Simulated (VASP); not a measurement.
A run of VASP 6.6.1 is set up as follows.

POSCAR

```
WS2
1.0
    3.2710757541      0.0000000000      0.0000000000
   -1.6355378771      2.8328347008      0.0000000000
    0.0000000000      0.0000000000     22.4073051758
W S
2 4
Direct
    0.3333333333      0.6666666667      0.6379434935
    0.6666666667      0.3333333333      0.3620565065
    0.3333333333      0.6666666667      0.2962425097
    0.6666666667      0.3333333333      0.5721038223
    0.3333333333      0.6666666667      0.4278961777
    0.6666666667      0.3333333333      0.7037574903
```

INCAR.step1

```
SYSTEM = WS2
ALGO     = Normal         ! electronic algorithm
EDIFF    = 1E-4           ! SCF threshold, eV
ENCUT    = 520            ! plane-wave cutoff, eV
GGA      = PE             ! functional
ISMEAR   = 0              ! smearing method
LASPH    = .True.         ! aspherical terms in the spheres
LCHARG   = .False.        ! write CHGCAR
LREAL    = .False.        ! projectors in reciprocal space
LWAVE    = .True.         ! write WAVECAR
NBANDS   = 35             ! bands
NELM     = 80             ! most SCF steps
PREC     = Accurate       ! precision mode
SIGMA    = 0.05           ! smearing width, eV
```

The input INCAR.step2:

```
SYSTEM = WS2
ALGO     = Normal         ! electronic algorithm
EDIFF    = 1E-6           ! SCF threshold, eV
ENCUT    = 520            ! plane-wave cutoff, eV
ISIF     = 2              ! what is computed and relaxed
ISMEAR   = 0              ! smearing method
ISTART   = 1            
LASPH    = .True.         ! aspherical terms in the spheres
LCHARG   = .True.         ! write CHGCAR
LELF     = .True.         ! ELF
LMIXTAU  = .True.       
LREAL    = .False.        ! projectors in reciprocal space
LVHAR    = .True.       
LWAVE    = .False.        ! write WAVECAR
METAGGA  = R2SCAN         ! meta-GGA
NBANDS   = 35             ! bands
NELM     = 80             ! most SCF steps
PREC     = Accurate       ! precision mode
SIGMA    = 0.05           ! smearing width, eV
```

File KPOINTS:

```
k-points
0
Gamma
  12 12 2
  0 0 0
```

Potentials or basis: VASP PAW PBE potentials, release 64 (W_sv, S).

Launch:

```bash
$ cat potpaw_PBE.64/W_sv/POTCAR potpaw_PBE.64/S/POTCAR > POTCAR
$ cp INCAR.step1 INCAR
$ mpirun -np 1 vasp_std > vasp.out
$ cp INCAR.step2 INCAR
$ mpirun -np 1 vasp_std > vasp.out
```

Problem. Estimate the band gap on the k mesh.

Solution. 0.45 eV (least direct gap 1.43 eV).

Problem. Estimate the largest force.

Solution. 1.230 eV/Å.

Forces on the atoms (eV/Å):
```
W    0.000  0.000  0.005
W    0.000  0.000 -0.005
S    0.000  0.000 -1.230
S    0.000  0.000 -1.190
S    0.000  0.000  1.190
S    0.000  0.000  1.230
```

Caveat: the PAW data sets were made with another functional, which shifts forces and pressure a little; spin-orbit coupling is left out, which moves the levels of the heavy elements.
